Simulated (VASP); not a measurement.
# AlRu (Pm-3m) in VASP: single point with PBE

Aim: the single point of AlRu with PBE.

All numbers are computed with VASP 6.6.1; they aren't measurements. Logs are shortened: lines on timing, memory, paths and dates and some standing lists are left out, and cuts for length are marked.

## Step 1: The cell of the first run

It takes space group Pm-3m (No. 221, cubic). Conventional cell: a = 3.040 Å, b = 3.040 Å, c = 3.040 Å, α = 90.00°, β = 90.00°, γ = 90.00°. Within 3.5 Å of Ru (site symmetry m-3m) lie 8 Al at 2.63 Å and 6 Ru at 3.04 Å. Within 3.5 Å of Al (site symmetry m-3m) lie 8 Ru at 2.63 Å and 6 Al at 3.04 Å.

## Step 2: Single point, PBE

Contents of INCAR:

```
  PREC = Accurate
  ENCUT = 520
  EDIFF = 1E-6
  ISMEAR = -1
  SIGMA = 0.1
  LREAL = F
  LASPH = T
  NELM = 80
  ALGO = Normal
  ISIF = 2
  LWAVE = F
  LCHARG = F
  GGA = PE
  NBANDS = 16
```

Contents of KPOINTS:

```
regular mesh
0
Gamma
  11 11 11
```

Contents of POSCAR:

```
AlRu
1.0
    3.0404770000      0.0000000000      0.0000000000
    0.0000000000      3.0404770000      0.0000000000
    0.0000000000      0.0000000000      3.0404770000
Ru Al
1 1
Direct
    0.5000000000      0.5000000000      0.5000000000
    0.0000000000      0.0000000000      0.0000000000
```

Potentials or basis: VASP PAW PBE potentials, release 64 (Ru_pv, Al).

The run is started by

```sh
$ cat potpaw_PBE.64/Ru_pv/POTCAR potpaw_PBE.64/Al/POTCAR > POTCAR
$ mpirun -np 1 vasp_std > vasp.out
```

OUTCAR:

```text
PREC = Accurate
   ENCUT = 520
   EDIFF = 1E-6
   ISMEAR = -1
   LREAL = F
   LASPH = T
   NELM = 80
   ISIF = 2
   GGA = PE

 ion  position               nearest neighbor table
   1  0.500  0.500  0.500-   2 2.63   2 2.63   2 2.63   2 2.63   2 2.63   2 2.63   2 2.63   2 2.63

   2  0.000  0.000  0.000-   1 2.63   1 2.63   1 2.63   1 2.63   1 2.63   1 2.63   1 2.63   1 2.63

  LATTYP: Found a simple cubic cell.
 ALAT       =     3.0404770000

  Lattice vectors:

 A1 = (   3.0404770000,   0.0000000000,   0.0000000000)
 A2 = (   0.0000000000,   3.0404770000,   0.0000000000)
 A3 = (   0.0000000000,   0.0000000000,   3.0404770000)

Analysis of symmetry for initial positions (statically):
=====================================================================
 Subroutine PRICEL returns:
 Original cell was already a primitive cell.

 Routine SETGRP: Setting up the symmetry group for a
 simple cubic supercell.

 Subroutine GETGRP returns: Found 48 space group operations
 (whereof 48 operations were pure point group operations)
 out of a pool of 48 trial point group operations.

The static configuration has the point symmetry O_h .

Analysis of symmetry for dynamics (positions and initial velocities):
=====================================================================
 Subroutine PRICEL returns:
 Original cell was already a primitive cell.

 Routine SETGRP: Setting up the symmetry group for a
 simple cubic supercell.

 Subroutine GETGRP returns: Found 48 space group operations
 (whereof 48 operations were pure point group operations)
 out of a pool of 48 trial point group operations.

The dynamic configuration has the point symmetry O_h .

 Subroutine INISYM returns: Found 48 space group operations
 (whereof 48 operations are pure point group operations),
 and found     1 'primitive' translations

----------------------------------------------------------------------------------------

                                     Primitive cell

  volume of cell :      28.1077

  direct lattice vectors                    reciprocal lattice vectors
     3.040477000  0.000000000  0.000000000     0.328895762  0.000000000  0.000000000
     0.000000000  3.040477000  0.000000000     0.000000000  0.328895762  0.000000000
     0.000000000  0.000000000  3.040477000     0.000000000  0.000000000  0.328895762

  length of vectors
     3.040477000  3.040477000  3.040477000     0.328895762  0.328895762  0.328895762

  position of ions in fractional coordinates (direct lattice)
     0.500000000  0.500000000  0.500000000
     0.000000000  0.000000000  0.000000000

  ion indices of the primitive-cell ions
   primitive index   ion index
                 1           1
                 2           2

----------------------------------------------------------------------------------------

 KPOINTS: regular mesh

Automatic generation of k-mesh.
 Grid dimensions read from file:
 generate k-points for:   11   11   11

 Generating k-lattice:

  Cartesian coordinates                     Fractional coordinates (reciprocal lattice)
     0.029899615  0.000000000  0.000000000     0.090909091  0.000000000  0.000000000
     0.000000000  0.029899615  0.000000000     0.000000000  0.090909091  0.000000000
     0.000000000  0.000000000  0.029899615     0.000000000  0.000000000  0.090909091

  Length of vectors
     0.029899615  0.029899615  0.029899615

  Shift w.r.t. Gamma in fractional coordinates (k-lattice)
     0.000000000  0.000000000  0.000000000

 Subroutine IBZKPT returns following result:
 ===========================================

 Found     56 irreducible k-points:

 Following reciprocal coordinates:
            Coordinates               Weight
  0.000000  0.000000  0.000000      1.000000
  0.090909  0.000000  0.000000      6.000000
  0.181818  0.000000  0.000000      6.000000
  0.272727  0.000000  0.000000      6.000000
  0.363636  0.000000  0.000000      6.000000
  0.454545  0.000000  0.000000      6.000000
[... 16 lines left out ...]
  0.181818  0.090909  0.090909     24.000000
  0.272727  0.090909  0.090909     24.000000
 [... further k-points ...]
   k-points           NKPTS =     56   k-points in BZ     NKDIM =     56   number of bands    NBANDS=     16
   number of dos      NEDOS =    301   number of ions     NIONS =      2
   total plane-waves  NPLWV =  13824
   dimension x,y,z NGX =    24 NGY =   24 NGZ =   24
   dimension x,y,z NGXF=    48 NGYF=   48 NGZF=   48
   ions per type =               1   1
   NGX,Y,Z   is equivalent  to a cutoff of  13.12, 13.12, 13.12 a.u.
   NGXF,Y,Z  is equivalent  to a cutoff of  26.25, 26.25, 26.25 a.u.
 SYSTEM =  unknown system
   PREC   = accura    normal or accurate (medium, high low for compatibility)
   ISTART =      0    job   : 0-new  1-cont  2-samecut
   ICHARG =      2    charge: 1-file 2-atom 10-const
   ISPIN  =      1    spin polarized calculation?
   LNONCOLLINEAR =      F non collinear calculations
   LSORBIT =      F    spin-orbit coupling
   LASPH  =      T    aspherical Exc in radial PAW
   ENCUT  =  520.0 eV  38.22 Ry    6.18 a.u.   5.65  5.65  5.65*2*pi/ulx,y,z
   NELM   =     80;   NELMIN=  2; NELMDL= -5     # of ELM steps
   EDIFF  = 0.1E-05   stopping-criterion for ELM
   LREAL  =      F    real-space projection
   EDIFFG = 0.1E-04   stopping-criterion for IOM
   NSW    =      0    number of steps for IOM
   IBRION =     -1    ionic relax: 0-MD 1-quasi-New 2-CG
   NFREE  =      0    steps in history (QN), initial steepest desc. (CG)
   ISIF   =      2    stress and relaxation
   ISYM   =      2    0-nonsym 1-usesym 2-fastsym
   POTIM  = 0.5000    time-step for ionic-motion
   TEBEG  =    0.0;   TEEND  =   0.0 temperature during run
   PSTRESS=    0.0 pullay stress
   NELECT =      17.0000    total number of electrons
   NUPDOWN=      -1.0000    fix difference up-down
   EMIN   =  10.00;   EMAX   =-10.00  energy-range for DOS
   EFERMI =   0.00;   METHOD = LEGACY
   ISMEAR =    -1;   SIGMA  =   0.10  broadening in eV -4-tet -1-fermi 0-gaus
   EFERMI_NEDOS =   21; number of points for ismear=-14 and -15
   IALGO  =     38    algorithm
   IMIX   =      4    mixing-type and parameters
     AMIX     =   0.40;   BMIX     =  1.00
     AMIX_MAG =   1.60;   BMIX_MAG =  1.00
  volume/ion in A,a.u.               =      14.05        94.84
  Fermi-wavevector in a.u.,A,eV,Ry     =   1.384467  2.616264 26.078969  1.916750
  Thomas-Fermi vector in A             =   2.508969
   LORBIT       =      0    0 simple, 1 ext, 2 COOP (PROOUT), +10 PAW based schemes
   GGA     = PE    functional components
   LHFCALC =     F    Hartree Fock is set to
   AEXX    =    0.0000 exact exchange contribution
   IVDW    =     0    specifies the selected vdW correction
   LEPSILON=     F    determine dielectric tensor
   LRPA    =     F    only Hartree local field effects (RPA)
 non-spin polarized calculation
  energy-cutoff  :      520.00
  volume of cell :       28.11
 maximum number of plane-waves:       772
 NGX is ok and might be reduce to    24
   NGX = 11   NGY = 11   NGZ = 11

 number of electron      17.0000003 magnetization

 Free energy of the ion-electron system (eV)
  ---------------------------------------------------
  ext. energy  EPLUGINS =         0.00000000
  ---------------------------------------------------
  free energy    TOTEN  =       -14.25934720 eV

  energy without entropy =      -14.20073368  energy(sigma->0) =      -14.23004044

 E-fermi :  10.0526     XC(G=0): -12.3192

 val. band max:       10.0428662245   @ k =   0.4545   0.3636   0.2727
 cond. band min:      10.0607899590   @ k =   0.3636   0.3636   0.2727
 fundamental gap:      0.0179237346
 Fermi energy:        10.0525641282

 k-point     1 :       0.0000    0.0000    0.0000
  band No.  band energies     occupation
      1     -31.7111      2.00000
      2     -31.7111      2.00000
      3     -31.7111      2.00000
      4       0.6534      2.00000
      5       6.7342      2.00000
      6       6.7342      2.00000
[... 8 lines left out ...]
     15      22.1774      0.00000
     16      24.2458      0.00000

 k-point     2 :       0.0909    0.0000    0.0000
  band No.  band energies     occupation
      1     -31.7250      2.00000
      2     -31.7099      2.00000
      3     -31.7099      2.00000
      4       0.8054      2.00000
      5       6.7797      2.00000
      6       6.7861      2.00000
[... 8 lines left out ...]
     15      22.1779      0.00000
     16      24.7591      0.00000

 k-point     3 :       0.1818    0.0000    0.0000
  band No.  band energies     occupation
      1     -31.7622      2.00000
      2     -31.7067      2.00000
      3     -31.7067      2.00000
      4       1.2511      2.00000
      5       6.8425      2.00000
      6       6.9306      2.00000
[... 8 lines left out ...]
     15      22.1826      0.00000
     16      26.3771      0.00000

 k-point     4 :       0.2727    0.0000    0.0000
  band No.  band energies     occupation
      1     -31.8106      2.00000
      2     -31.7026      2.00000
      3     -31.7026      2.00000
      4       1.9615      2.00000
      5       6.6974      2.00000
      6       7.1327      2.00000
[... 8 lines left out ...]
     15      22.4965      0.00000
     16      25.5974      0.00000
[... 324 lines left out ...]
 k-point    22 :       0.0909    0.0909    0.0909
  band No.  band energies     occupation
      1     -31.7236      2.00000
      2     -31.7220      2.00000
      3     -31.7220      2.00000
      4       1.1037      2.00000
      5       6.8874      2.00000
      6       6.8874      2.00000
[... 8 lines left out ...]
     15      22.1782      0.00000
     16      25.5848      0.00000

 k-point    23 :       0.1818    0.0909    0.0909
  band No.  band energies     occupation
      1     -31.7596      2.00000
      2     -31.7198      2.00000
      3     -31.7188      2.00000
      4       1.5374      2.00000
      5       6.9748      2.00000
      6       7.0276      2.00000
[... 8 lines left out ...]
     15      22.5093      0.00000
     16      26.2396      0.00000

 k-point    24 :       0.2727    0.0909    0.0909
  band No.  band energies     occupation
      1     -31.8077      2.00000
      2     -31.7155      2.00000
      3     -31.7146      2.00000
      4       2.2255      2.00000
      5       6.8241      2.00000
      6       7.2296      2.00000
[... 8 lines left out ...]
     15      23.4128      0.00000
     16      24.4373      0.00000

 [... further k-points ...]
[... 5 lines left out ...]
  --------------------------------------------------------------------------------------
  -------------------------------------------------------------------------------------
  Total       -1.1615348     -1.1615348     -1.1615348      0.0000000     -0.0000000      0.0000000
  in kB      -66.2090933    -66.2090933    -66.2090933      0.0000000     -0.0000000      0.0000000
  external PRESSURE =     -66.2090933 kB  Pullay stress =       0.0000000 kB

 VOLUME and BASIS-vectors are now :
 -----------------------------------------------------------------------------
  energy-cutoff  :      520.00
  volume of cell :       28.11
      direct lattice vectors                 reciprocal lattice vectors
     3.040477000  0.000000000  0.000000000     0.328895762  0.000000000  0.000000000
     0.000000000  3.040477000  0.000000000     0.000000000  0.328895762  0.000000000
     0.000000000  0.000000000  3.040477000     0.000000000  0.000000000  0.328895762

 POSITION                                       TOTAL-FORCE (eV/Angst)
 -----------------------------------------------------------------------------------
      1.52024      1.52024      1.52024         0.000000      0.000000      0.000000
      0.00000      0.00000      0.00000         0.000000      0.000000      0.000000
 -----------------------------------------------------------------------------------
    total drift:                                0.000000     -0.000000     -0.000000

  FREE ENERGIE OF THE ION-ELECTRON SYSTEM (eV)
  ---------------------------------------------------
  free  energy   TOTEN  =       -14.2593471950 eV

  energy  without entropy=      -14.2007336801  energy(sigma->0) =      -14.23004044
```

It took 19 s on 1 thread of Intel Xeon 8259CL, shared host; peak memory 0.15 GiB.

Results:

```yaml
Free_energy: -14.2593 eV
Pressure: -6.6 GPa
```
